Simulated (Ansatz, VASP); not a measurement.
**One calculation of CdS, two programs**

File INCAR:

```
PREC = Accurate ; ENCUT = 500
EDIFF = 1E-6 ; ISMEAR = -1
SIGMA = 0.1 ; LREAL = False
LASPH = True ; NELM = 120
ALGO = Normal ; ISIF = 2
LWAVE = False ; LCHARG = True
GGA = PS ; LELF = True
LVHAR = True ; NBANDS = 26
GGA_COMPAT = False
```

The input KPOINTS:

```
Automatic mesh
0
Gamma
  2 2 2
```

File POSCAR:

```
CdS
1.0
    3.8984400000      0.0000000000      0.0000000000
    0.0000000000      5.5114900000      0.0000000000
    0.0000000000      0.0000000000      3.8981000000
Cd S
2 2
Direct
    0.5000000000      0.5000000000      0.2430300000
    0.0000000000      0.0000000000      0.7569700000
    0.5000000000      0.0000000000      0.2551600000
    0.0000000000      0.5000000000      0.7448400000
```

Input for Ansatz:

```yaml
crystal:
  lattice:
    - [3.89844, 0.0, 0.0]
    - [0.0, 5.51149, 0.0]
    - [0.0, 0.0, 3.8981]
  atoms:
    - { symbol: Cd, position: [0.5, 0.5, 0.24303] }
    - { symbol: Cd, position: [0.0, 0.0, 0.75697] }
    - { symbol: S, position: [0.5, 0.0, 0.25516] }
    - { symbol: S, position: [0.0, 0.5, 0.74484] }
kpoints:
  mp_grid:
    grid: [2, 2, 2]
hamiltonian:
  xc: pbesol
scf:
  convergence:
    dr2_threshold: 1.0e-10
  occupations:
    method: fermi_dirac
    width: 0.1
output:
  stress: true
```

Alike in both runs: task single point; functional PBEsol; k mesh 2 × 2 × 2; occupations fermi-dirac, width 0.1 eV; no spin polarisation.

|  | VASP | Ansatz |
| --- | --- | --- |
| version | VASP 6.6.1 | Ansatz 0.2.0 |
| potentials or method | VASP PAW PBE potentials, release 64 (Cd, S) | plane waves, PAW |
| plane-wave cutoff (eV) | 500 | 420 |
| valence electrons in the cell | 36 | 52 |

```csv
,VASP,Ansatz,Ansatz less VASP
pressure (GPa),-1.4,-1.8,-0.42
"traceless stress, the component that is largest in VASP (GPa)",-6.09,-6.07,+0.019
```

VASP's potentials were made for PBE, not for PBEsol. The functional is the same, so the differences come from potentials, cutoffs and numerics. VASP's potentials hold 36 valence electrons a cell and Ansatz's 52, so a difference there can come from the potentials and not from the codes.

The k mesh is coarse, so the values compare programs but aren't converged.
